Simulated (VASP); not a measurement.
# NiSb (P6_3/mmc) in VASP: further runs

Runs on NiSb. Level: PBE. Tasks: single point, relaxation of shape and atoms at fixed volume.

Program: VASP 6.6.1. These are calculated values, not measurements. Logs are shortened: lines on timing, memory, paths and dates and some standing lists are left out, and cuts for length are marked.

## Step 1: The cell of the first run

Symmetry: P6_3/mmc, No. 194, hexagonal system. Conventional cell: a = 4.015 Å, b = 4.015 Å, c = 5.208 Å, α = 90.00°, β = 90.00°, γ = 120.00°. Within 3.4 Å of Ni (site symmetry -3m) lie 2 Ni at 2.60 Å and 6 Sb at 2.66 Å. Within 3.5 Å of Sb (site symmetry -6m2) lie 6 Ni at 2.66 Å and 6 Sb at 3.49 Å.

## Step 2: Single point, PBE (18.18 Å³/atom)

Contents of INCAR:

```
SYSTEM = NiSb
PREC     = Accurate       ! precision mode
ENCUT    = 520            ! plane-wave cutoff, eV
EDIFF    = 1E-7           ! SCF threshold, eV
ISMEAR   = 0              ! smearing method
SIGMA    = 0.1            ! smearing width, eV
LREAL    = .FALSE.        ! projectors in reciprocal space
LASPH    = .TRUE.         ! aspherical terms in the spheres
NELM     = 100            ! most SCF steps
ALGO     = Normal         ! electronic algorithm
ISIF     = 2              ! what is computed and relaxed
LWAVE    = .FALSE.        ! write WAVECAR
LCHARG   = .TRUE.         ! write CHGCAR
GGA      = PE             ! functional
LELF     = .TRUE.         ! ELF
LVHAR    = .TRUE.       
NBANDS   = 23             ! bands
```

Contents of KPOINTS:

```
regular mesh
0
G
  12 12 8
  0 0 0
```

Contents of POSCAR:

```
NiSb
1.0
    4.0150272806      0.0000000000      0.0000000000
   -2.0075136403      3.4771156219      0.0000000000
    0.0000000000      0.0000000000      5.2079101545
Ni Sb
2 2
Direct
    0.0000000000      0.0000000000      0.0000000000
    0.0000000000      0.0000000000      0.5000000000
    0.3333333333      0.6666666667      0.2500000000
    0.6666666667      0.3333333333      0.7500000000
```

Potentials or basis: VASP PAW PBE potentials, release 64 (Ni, Sb).

On the command line:

```bash
cat potpaw_PBE.64/Ni/POTCAR potpaw_PBE.64/Sb/POTCAR > POTCAR
mpirun -np 1 vasp_std > vasp.out
```

OUTCAR:

```text
SYSTEM = NiSb
   PREC = Accurate
   ENCUT = 520
   EDIFF = 1E-7
   ISMEAR = 0
   LREAL = .FALSE.
   LASPH = .TRUE.
   NELM = 100
   ISIF = 2
   GGA = PE

 ion  position               nearest neighbor table
   1  0.000  0.000  0.000-   2 2.60   2 2.60   4 2.66   3 2.66   4 2.66   3 2.66   4 2.66   3 2.66

   2  0.000  0.000  0.500-   1 2.60   1 2.60   4 2.66   3 2.66   4 2.66   3 2.66   4 2.66   3 2.66

   3  0.333  0.667  0.250-   1 2.66   2 2.66   1 2.66   2 2.66   1 2.66   2 2.66   4 3.49   4 3.49
                             4 3.49   4 3.49   4 3.49   4 3.49
   4  0.667  0.333  0.750-   1 2.66   2 2.66   1 2.66   2 2.66   1 2.66   2 2.66   3 3.49   3 3.49
                             3 3.49   3 3.49   3 3.49   3 3.49

  LATTYP: Found a hexagonal cell.
 ALAT       =     4.0150272806
 C/A-ratio  =     1.2971045501

  Lattice vectors:

 A1 = (   4.0150272806,   0.0000000000,   0.0000000000)
 A2 = (  -2.0075136403,   3.4771156219,   0.0000000000)
 A3 = (   0.0000000000,   0.0000000000,   5.2079101545)

Analysis of symmetry for initial positions (statically):
=====================================================================
 Subroutine PRICEL returns:
 Original cell was already a primitive cell.

 Routine SETGRP: Setting up the symmetry group for a
 hexagonal supercell.

 Subroutine GETGRP returns: Found 24 space group operations
 (whereof 12 operations were pure point group operations)
 out of a pool of 24 trial point group operations.

The static configuration has the point symmetry D_3d.
 The point group associated with its full space group is D_6h.

Analysis of symmetry for dynamics (positions and initial velocities):
=====================================================================
 Subroutine PRICEL returns:
 Original cell was already a primitive cell.

 Routine SETGRP: Setting up the symmetry group for a
 hexagonal supercell.

 Subroutine GETGRP returns: Found 24 space group operations
 (whereof 12 operations were pure point group operations)
 out of a pool of 24 trial point group operations.

The dynamic configuration has the point symmetry D_3d.
 The point group associated with its full space group is D_6h.

 Subroutine INISYM returns: Found 24 space group operations
 (whereof 12 operations are pure point group operations),
 and found     1 'primitive' translations

----------------------------------------------------------------------------------------

                                     Primitive cell

  volume of cell :      72.7061

  direct lattice vectors                    reciprocal lattice vectors
     4.015027281  0.000000000  0.000000000     0.249064310  0.143797347  0.000000000
    -2.007513640  3.477115622  0.000000000     0.000000000  0.287594693  0.000000000
     0.000000000  0.000000000  5.207910155     0.000000000  0.000000000  0.192015601

  length of vectors
     4.015027281  4.015027281  5.207910155     0.287594693  0.287594693  0.192015601

  position of ions in fractional coordinates (direct lattice)
     0.000000000  0.000000000  0.000000000
     0.000000000  0.000000000  0.500000000
     0.333333333  0.666666667  0.250000000
     0.666666667  0.333333333  0.750000000

  ion indices of the primitive-cell ions
   primitive index   ion index
                 1           1
                 2           2
                 3           3
                 4           4

----------------------------------------------------------------------------------------

 KPOINTS: regular mesh

Automatic generation of k-mesh.
 Grid dimensions read from file:
 generate k-points for:   12   12    8

 Generating k-lattice:

  Cartesian coordinates                     Fractional coordinates (reciprocal lattice)
     0.020755359  0.011983112  0.000000000     0.083333333  0.000000000  0.000000000
     0.000000000  0.023966224  0.000000000     0.000000000  0.083333333  0.000000000
     0.000000000  0.000000000  0.024001950     0.000000000  0.000000000  0.125000000

  Length of vectors
     0.023966224  0.023966224  0.024001950

  Shift w.r.t. Gamma in fractional coordinates (k-lattice)
     0.000000000  0.000000000  0.000000000

 Subroutine IBZKPT returns following result:
 ===========================================

 Found     95 irreducible k-points:

 Following reciprocal coordinates:
            Coordinates               Weight
  0.000000  0.000000  0.000000      1.000000
  0.083333 -0.000000  0.000000      6.000000
  0.166667 -0.000000  0.000000      6.000000
  0.250000 -0.000000  0.000000      6.000000
  0.333333 -0.000000  0.000000      6.000000
  0.416667 -0.000000  0.000000      6.000000
[... 16 lines left out ...]
  0.250000 -0.000000  0.125000     12.000000
  0.333333 -0.000000  0.125000     12.000000
 [... further k-points ...]
   k-points           NKPTS =     95   k-points in BZ     NKDIM =     95   number of bands    NBANDS=     23
   number of dos      NEDOS =    301   number of ions     NIONS =      4
   total plane-waves  NPLWV =  36000
   dimension x,y,z NGX =    30 NGY =   30 NGZ =   40
   dimension x,y,z NGXF=    60 NGYF=   60 NGZF=   80
   ions per type =               2   2
   NGX,Y,Z   is equivalent  to a cutoff of  12.42, 12.42, 12.77 a.u.
   NGXF,Y,Z  is equivalent  to a cutoff of  24.84, 24.84, 25.54 a.u.
 SYSTEM =  NiSb
   PREC   = accura    normal or accurate (medium, high low for compatibility)
   ISTART =      0    job   : 0-new  1-cont  2-samecut
   ICHARG =      2    charge: 1-file 2-atom 10-const
   ISPIN  =      1    spin polarized calculation?
   LNONCOLLINEAR =      F non collinear calculations
   LSORBIT =      F    spin-orbit coupling
   LASPH  =      T    aspherical Exc in radial PAW
   ENCUT  =  520.0 eV  38.22 Ry    6.18 a.u.   7.47  7.47  9.68*2*pi/ulx,y,z
   NELM   =    100;   NELMIN=  2; NELMDL= -5     # of ELM steps
   EDIFF  = 0.1E-06   stopping-criterion for ELM
   LREAL  =      F    real-space projection
   EDIFFG = 0.1E-05   stopping-criterion for IOM
   NSW    =      0    number of steps for IOM
   IBRION =     -1    ionic relax: 0-MD 1-quasi-New 2-CG
   NFREE  =      0    steps in history (QN), initial steepest desc. (CG)
   ISIF   =      2    stress and relaxation
   ISYM   =      2    0-nonsym 1-usesym 2-fastsym
   POTIM  = 0.5000    time-step for ionic-motion
   TEBEG  =    0.0;   TEEND  =   0.0 temperature during run
   PSTRESS=    0.0 pullay stress
   NELECT =      30.0000    total number of electrons
   NUPDOWN=      -1.0000    fix difference up-down
   EMIN   =  10.00;   EMAX   =-10.00  energy-range for DOS
   EFERMI =   0.00;   METHOD = LEGACY
   ISMEAR =     0;   SIGMA  =   0.10  broadening in eV -4-tet -1-fermi 0-gaus
   EFERMI_NEDOS =   21; number of points for ismear=-14 and -15
   IALGO  =     38    algorithm
   IMIX   =      4    mixing-type and parameters
     AMIX     =   0.40;   BMIX     =  1.00
     AMIX_MAG =   1.60;   BMIX_MAG =  1.00
  volume/ion in A,a.u.               =      18.18       122.66
  Fermi-wavevector in a.u.,A,eV,Ry     =   1.218779  2.303158 20.210389  1.485422
  Thomas-Fermi vector in A             =   2.354054
   LORBIT       =      0    0 simple, 1 ext, 2 COOP (PROOUT), +10 PAW based schemes
   GGA     = PE    functional components
   LHFCALC =     F    Hartree Fock is set to
   AEXX    =    0.0000 exact exchange contribution
   IVDW    =     0    specifies the selected vdW correction
   LEPSILON=     F    determine dielectric tensor
   LRPA    =     F    only Hartree local field effects (RPA)
 non-spin polarized calculation
 Gauss-broadening in eV      SIGMA  =   0.10
  energy-cutoff  :      520.00
  volume of cell :       72.71
 maximum number of plane-waves:      2000
 NGX is ok and might be reduce to    30
   NGX = 15   NGY = 15   NGZ = 19

 number of electron      29.9999982 magnetization

 Free energy of the ion-electron system (eV)
  ---------------------------------------------------
  ext. energy  EPLUGINS =         0.00000000
  ---------------------------------------------------
  free energy    TOTEN  =       -20.29234221 eV

  energy without entropy =      -20.28259240  energy(sigma->0) =      -20.28746731

 E-fermi :   9.1722     XC(G=0): -11.2302

 val. band max:        9.1540405359   @ k =   0.0833  -0.0000   0.0000
 cond. band min:       9.1789287918   @ k =   0.0000   0.0000   0.0000
 fundamental gap:      0.0248882559
 Fermi energy:         9.1722070110

 k-point     1 :       0.0000    0.0000    0.0000
  band No.  band energies     occupation
      1      -3.3201      2.00000
      2       0.8824      2.00000
      3       3.3295      2.00000
      4       5.5359      2.00000
      5       5.5359      2.00000
      6       6.2815      2.00000
[... 15 lines left out ...]
     22      15.4426      0.00000
     23      16.9375      0.00000

 k-point     2 :       0.0833   -0.0000    0.0000
  band No.  band energies     occupation
      1      -3.2382      2.00000
      2       0.8774      2.00000
      3       3.4225      2.00000
      4       5.5190      2.00000
      5       5.5528      2.00000
      6       6.2488      2.00000
[... 15 lines left out ...]
     22      15.5806      0.00000
     23      16.2712      0.00000

 k-point     3 :       0.1667   -0.0000    0.0000
  band No.  band energies     occupation
      1      -2.9950      2.00000
      2       0.8476      2.00000
      3       3.6982      2.00000
      4       5.4163      2.00000
      5       5.6026      2.00000
      6       6.0962      2.00000
[... 15 lines left out ...]
     22      15.9040      0.00000
     23      16.0321      0.00000
[... 495 lines left out ...]
 k-point    23 :       0.2500   -0.0000    0.1250
  band No.  band energies     occupation
      1      -2.5195      2.00000
      2       0.5032      2.00000
      3       4.1098      2.00000
      4       5.2422      2.00000
      5       5.7204      2.00000
      6       5.9994      2.00000
[... 15 lines left out ...]
     22      15.7988      0.00000
     23      16.7151      0.00000

 k-point    24 :       0.3333   -0.0000    0.1250
  band No.  band energies     occupation
      1      -1.9962      2.00000
      2       0.3844      2.00000
      3       3.9184      2.00000
      4       4.9523      2.00000
      5       5.8065      2.00000
      6       6.1641      2.00000
[... 15 lines left out ...]
     22      15.9860      0.00000
     23      17.7177      0.00000

 [... further k-points ...]

------------------------ aborting loop because EDIFF is reached ----------------------------------------

  FORCE on cell =-STRESS in cart. coord.  units (eV):
  Direction    XX          YY          ZZ          XY          YZ          ZX
  --------------------------------------------------------------------------------------
  -------------------------------------------------------------------------------------
  Total       -1.4822054     -1.4822054     -1.4098851      0.0000000      0.0000000     -0.0000000
  in kB      -32.6623833    -32.6623833    -31.0687073      0.0000000      0.0000000     -0.0000000
  external PRESSURE =     -32.1311580 kB  Pullay stress =       0.0000000 kB

 VOLUME and BASIS-vectors are now :
 -----------------------------------------------------------------------------
  energy-cutoff  :      520.00
  volume of cell :       72.71
      direct lattice vectors                 reciprocal lattice vectors
     4.015027281  0.000000000  0.000000000     0.249064310  0.143797347  0.000000000
    -2.007513640  3.477115622  0.000000000     0.000000000  0.287594693  0.000000000
     0.000000000  0.000000000  5.207910155     0.000000000  0.000000000  0.192015601

 POSITION                                       TOTAL-FORCE (eV/Angst)
 -----------------------------------------------------------------------------------
      0.00000      0.00000      0.00000        -0.000000      0.000000     -0.000000
      0.00000      0.00000      2.60396        -0.000000      0.000000     -0.000000
     -0.00000      2.31808      1.30198         0.000000     -0.000000      0.000000
      2.00751      1.15904      3.90593        -0.000000      0.000000     -0.000000
 -----------------------------------------------------------------------------------
    total drift:                                0.000000     -0.000000     -0.000000

  FREE ENERGIE OF THE ION-ELECTRON SYSTEM (eV)
  ---------------------------------------------------
  free  energy   TOTEN  =       -20.2923422146 eV

  energy  without entropy=      -20.2825924003  energy(sigma->0) =      -20.28746731
```

It took 4.4 min on 1 thread of AMD EPYC 7R43 (Zen 3), shared host; peak memory 0.25 GiB.

Results:

- Free energy: -20.2923 eV
- Pressure: -3.2 GPa
- Band gap on the k mesh: zero (bands 15 and 16 overlap by 3.10 eV)

Caveat: the cell stands under tension; spin-orbit coupling is left out, which moves the levels of the heavy elements.

## Step 3: Relaxation of shape and atoms at fixed volume, PBE (16.59 Å³/atom)

This run uses another cell than the first one, of 16.59 Å³/atom.

Contents of INCAR:

```
SYSTEM = NiSb
PREC = Accurate
ENCUT = 600
EDIFF = 1E-7
ISMEAR = 0
SIGMA = 0.1
LREAL = .False.
LASPH = .True.
NELM = 60
ALGO = Normal
ISIF = 4
LWAVE = .False.
LCHARG = .False.
GGA = PE
IBRION = 2
NSW = 50
EDIFFG = -0.01
```

Contents of KPOINTS:

```
Automatic mesh
0
Gamma
  12 12 8
  0 0 0
```

Contents of POSCAR:

```
NiSb
1.0
    3.8945030066      0.0000000000      0.0000000000
   -1.9472515033      3.3727385388      0.0000000000
    0.0000000000      0.0000000000      5.0515775703
Ni Sb
2 2
Direct
    0.0000000000      0.0000000000      0.0000000000
    0.0000000000      0.0000000000      0.5000000000
    0.3333333333      0.6666666667      0.2500000000
    0.6666666667      0.3333333333      0.7500000000
```

Potentials or basis: VASP PAW PBE potentials, release 64 (Ni, Sb).

On the command line:

```bash
cat potpaw_PBE.64/Ni/POTCAR potpaw_PBE.64/Sb/POTCAR > POTCAR
mpirun -np 1 vasp_std > vasp.out
```

It took 3.2 min on 1 thread of AMD EPYC 7R43 (Zen 3), shared host; peak memory 0.26 GiB.

It converged, with:

```yaml
Free_energy: -20.2187 eV
Pressure_after_relaxing: 7.9 GPa
Band_gap_on_the_k_mesh: zero (bands 15 and 16 overlap by 3.50 eV)
```

Stress tensor (GPa, compression positive):
```
7.85 0.00 0.00
0.00 7.85 0.00
0.00 0.00 7.96
```

Final structure:
```yaml
crystal:
  lattice:
    - [3.89450, 0.00000, 0.00000]
    - [-1.94725, 3.37274, 0.00000]
    - [0.00000, 0.00000, 5.05158]
  atoms:
    - { symbol: Ni, position: [0.00000, 0.00000, 0.00000] }
    - { symbol: Ni, position: [0.00000, 0.00000, 0.50000] }
    - { symbol: Sb, position: [0.33333, 0.66667, 0.25000] }
    - { symbol: Sb, position: [0.66667, 0.33333, 0.75000] }
```

Levels at points of the mesh, in eV from the Fermi level:
| k point | band 11 | band 12 | band 13 | band 14 | band 15 | band 16 | band 17 | band 18 | band 19 |
| --- | --- | --- | --- | --- | --- | --- | --- | --- | --- |
| (0.00, 0.00, 0.00) | -1.42 | -1.42 | -0.04 | 0.56 | 0.56 | 2.52 | 2.52 | 3.11 | 4.19 |
| (0.50, 0.00, 0.00) | -2.24 | -1.99 | -1.70 | -1.49 | -1.41 | -0.34 | 1.17 | 3.41 | 4.13 |
| (0.00, 0.00, 0.50) | -2.24 | -2.24 | 0.35 | 0.35 | 2.11 | 2.11 | 2.11 | 2.11 | 5.27 |
| (0.50, 0.00, 0.50) | -2.06 | -2.06 | -1.94 | -1.94 | 0.15 | 0.15 | 1.76 | 1.76 | 5.32 |

Caveat: spin-orbit coupling is left out, which moves the levels of the heavy elements. Spin polarisation is off, so any magnetic state and its effect on volume and gap are missing.

## Step 4: Relaxation of shape and atoms at fixed volume, PBE (18.18 Å³/atom)

Contents of INCAR:

```
SYSTEM = NiSb
PREC = Accurate
ENCUT = 600
EDIFF = 1E-6
ISMEAR = 0
SIGMA = 0.1
LREAL = .FALSE.
LASPH = .TRUE.
NELM = 100
ALGO = Normal
ISIF = 4
LWAVE = .FALSE.
LCHARG = .FALSE.
GGA = PE
IBRION = 2
NSW = 50
EDIFFG = -0.01
```

Contents of KPOINTS:

```
regular mesh
0
G
  12 12 8
  0 0 0
```

Contents of POSCAR:

```
NiSb
1.0
    4.0150272806      0.0000000000      0.0000000000
   -2.0075136403      3.4771156219      0.0000000000
    0.0000000000      0.0000000000      5.2079101545
Ni Sb
2 2
Direct
    0.0000000000      0.0000000000      0.0000000000
    0.0000000000      0.0000000000      0.5000000000
    0.3333333333      0.6666666667      0.2500000000
    0.6666666667      0.3333333333      0.7500000000
```

On the command line:

```bash
cat potpaw_PBE.64/Ni/POTCAR potpaw_PBE.64/Sb/POTCAR > POTCAR
mpirun -np 1 vasp_std > vasp.out
```

It took 3.4 min on 1 thread of AMD EPYC 7R43 (Zen 3), shared host; peak memory 0.27 GiB.

The run converged. Its results:

```yaml
Free_energy: -20.2919 eV
Energy_gained_by_relaxing: 0.0 meV/atom
Ionic_steps: 2
Pressure_after_relaxing: -3.2 GPa
Band_gap_on_the_k_mesh: zero (bands 15 and 16 overlap by 3.10 eV)
```

Final structure:
```cif
data_structure
_symmetry_space_group_name_H-M 'P 1'
_symmetry_Int_Tables_number 1
_cell_length_a 4.0138
_cell_length_b 4.0138
_cell_length_c 5.2111
_cell_angle_alpha 90.000
_cell_angle_beta 90.000
_cell_angle_gamma 120.000
_cell_volume 72.71
loop_
_atom_site_label
_atom_site_type_symbol
_atom_site_fract_x
_atom_site_fract_y
_atom_site_fract_z
_atom_site_occupancy
Ni1 Ni 0.00000 0.00000 0.00000 1
Ni2 Ni 0.00000 0.00000 0.50000 1
Sb1 Sb 0.33333 0.66667 0.25000 1
Sb2 Sb 0.66667 0.33333 0.75000 1
```

Levels at points of the mesh, in eV from the Fermi level:
```tsv
k point	band 12	band 13	band 14	band 15	band 16	band 17	band 18	band 19
(0.00, 0.00, 0.00)	-1.19	0.00	0.55	0.55	2.32	2.32	3.06	3.77
(0.50, 0.00, 0.00)	-1.68	-1.44	-1.25	-1.18	-0.43	1.10	3.41	3.73
(0.00, 0.00, 0.50)	-1.89	0.11	0.11	1.94	1.94	1.94	1.94	5.00
(0.50, 0.00, 0.50)	-1.73	-1.63	-1.63	0.22	0.22	1.53	1.53	5.03
```

Caveat: spin-orbit coupling is left out, which moves the levels of the heavy elements. Spin polarisation is off, so any magnetic state and its effect on volume and gap are missing.

## Step 5: Summary

```csv
task,cell,cutoff (eV),gap on the mesh (eV),pressure (GPa)
single point,"a = 4.015, b = 4.015, c = 5.208 Å, angles 90.0, 90.0, 120.0°, 4 atoms",520,none,-3.2
relaxation of shape and atoms at fixed volume,"relaxed from a = 3.895, b = 3.895, c = 5.052 Å, angles 90.0, 90.0, 120.0°, 4 atoms",600,none,7.9
relaxation of shape and atoms at fixed volume,"relaxed from a = 4.015, b = 4.015, c = 5.208 Å, angles 90.0, 90.0, 120.0°, 4 atoms",600,none,-3.2
```

Alike in all rows: level PBE; potentials or basis VASP PAW PBE potentials, release 64 (Ni, Sb); no spin polarisation; k mesh 12 × 12 × 8; smearing gaussian 0.1 eV.

Caveats: spin-orbit coupling is left out, which moves the levels of the heavy elements; the cell stands under tension (at least some runs).

Absolute energies hang on the potentials; compare differences alone.

The gap in the log of VASP goes by the Fermi energy; the results here count the filled bands.